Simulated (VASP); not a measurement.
## K2IBr: single point with PBEsol

The system is K2IBr.

```
Br I K
1.0
     2.41827    1.39619    7.91989
    -2.41827    1.39619    7.91989
     0.00000   -2.79238    7.91989
Br I K
1 1 2
Direct
  0.00000 0.00000 0.00000
  0.50000 0.50000 0.50000
  0.25590 0.25590 0.25590
  0.74410 0.74410 0.74410
```

| Property | Result |
| --- | --- |
| Program | VASP 6.6.1 |
| Task | single point |
| Functional | PBEsol |
| Potentials or basis | VASP PAW PBE potentials, release 64 (Br, I, K_sv) |
| Cutoff | 520 eV |
| k mesh | 4 × 4 × 4 |
| Occupations | gaussian, width 0.001 eV |
| Spin | no spin polarisation |

```
Pressure               : -0.3 GPa
Largest force          : 0.014 eV/Å
Band gap on the k mesh : 3.69 eV, direct
```

Forces on the atoms (eV/Å):
```
Br   0.000  0.000  0.000
I    0.000  0.000  0.000
K    0.000  0.000 -0.014
K    0.000  0.000  0.014
```

Levels at points of the mesh, in eV from the valence-band top:
| k point | band 13 | band 14 | band 15 | band 16 | band 17 | band 18 | band 19 | band 20 |
| --- | --- | --- | --- | --- | --- | --- | --- | --- |
| (0.00, 0.00, 0.00) | -0.91 | -0.29 | 0.00 | 0.00 | 3.69 | 5.57 | 6.66 | 6.66 |
| (0.50, 0.00, 0.00) | -1.05 | -0.99 | -0.58 | -0.27 | 5.65 | 5.78 | 6.40 | 6.89 |
| (0.50, 0.50, 0.00) | -0.99 | -0.75 | -0.46 | -0.27 | 4.97 | 5.54 | 6.02 | 7.42 |
| (0.50, 0.50, 0.50) | -0.89 | -0.86 | -0.04 | -0.04 | 4.79 | 5.05 | 6.24 | 6.95 |

It took 120 s on 1 thread of Intel(R) Xeon(R) Platinum 8375C CPU @ 2.90GHz (Ice Lake), with other jobs on the host, peak memory 0.55 GiB.

Caveat: the PAW data sets were made with another functional, which shifts forces and pressure a little; spin-orbit coupling is left out, which moves the levels of the heavy elements. A k mesh can miss the band edges.
